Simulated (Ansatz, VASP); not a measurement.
## GdO: VASP beside Ansatz

Contents of INCAR:

```
SYSTEM = GdO
PREC     = Accurate       ! precision mode
ENCUT    = 520            ! plane-wave cutoff, eV
EDIFF    = 1E-7           ! SCF threshold, eV
ISMEAR   = -1             ! smearing method
SIGMA    = 0.05           ! smearing width, eV
LREAL    = .FALSE.        ! projectors in reciprocal space
LASPH    = .TRUE.         ! aspherical terms in the spheres
NELM     = 150            ! most SCF steps
ALGO     = Normal         ! electronic algorithm
ISIF     = 2              ! what is computed and relaxed
LWAVE    = .FALSE.        ! write WAVECAR
LCHARG   = .FALSE.        ! write CHGCAR
ISPIN    = 2              ! spin polarisation
MAGMOM   = 8.5 0          ! initial moments
LORBIT   = 11             ! projections on sites
LMAXMIX  = 6              ! l up to which the mixer works
GGA      = PE             ! functional
NBANDS   = 23             ! bands
```

File KPOINTS:

```
Automatic mesh
0
G
  9 9 9
  0 0 0
```

Contents of POSCAR:

```
GdO
1.0
    0.0000000000      2.7000000000      2.7000000000
    2.7000000000      0.0000000000      2.7000000000
    2.7000000000      2.7000000000      0.0000000000
Gd O
1 1
Direct
    0.0000000000      0.0000000000      0.0000000000
    0.7500000000      0.7500000000      0.7500000000
```

Contents of input.yaml:

```yaml
crystal:
  lattice:
    - [0.0, 2.7, 2.7]
    - [2.7, 0.0, 2.7]
    - [2.7, 2.7, 0.0]
  atoms:
    - { symbol: Gd, position: [0.0, 0.0, 0.0], spin: 8.5 }
    - { symbol: O, position: [0.75, 0.75, 0.75] }
hamiltonian:
  xc: pbe
  pseudopotentials: { kind: paw }
magnetization:
  spin_polarized: true
kpoints:
  mp_grid: { grid: [9, 9, 9] }
scf:
  occupations: { method: fermi_dirac, width: 0.05 }
output:
  forces: true
  stress: true
  eigenvalues: true
```

Alike in both runs: task single point; functional PBE; k mesh 9 × 9 × 9; occupations fermi-dirac, width 0.05 eV; collinear spin.

```csv
,VASP,Ansatz
version,VASP 6.6.1,Ansatz 0.2.0
potentials or method,"VASP PAW PBE potentials, release 64 (Gd, O)",Ansatz PAW
plane-wave cutoff (eV),520,420
valence electrons in the cell,24,24
```

VASP gave:

| Item | Value |
| --- | --- |
| gap on the k mesh at the Fermi level (eV) | none |
| pressure (GPa) | -0.6 |
| net moment per atom (μB) | 3.78 |
| size of the moment on the site where the two differ most (μB) | 6.87 |

Question: Which values does Ansatz return?

Answer: gap on the k mesh at the Fermi level (eV): none; pressure (GPa): -0.6; net moment per atom (μB): 3.77; size of the moment on the site where the two differ most (μB): 6.83.

Site moments also hang on the region over which each program counts them. A gap of «none» marks a metal or a gap that the smearing closes.

Neither program's run includes spin-orbit coupling.
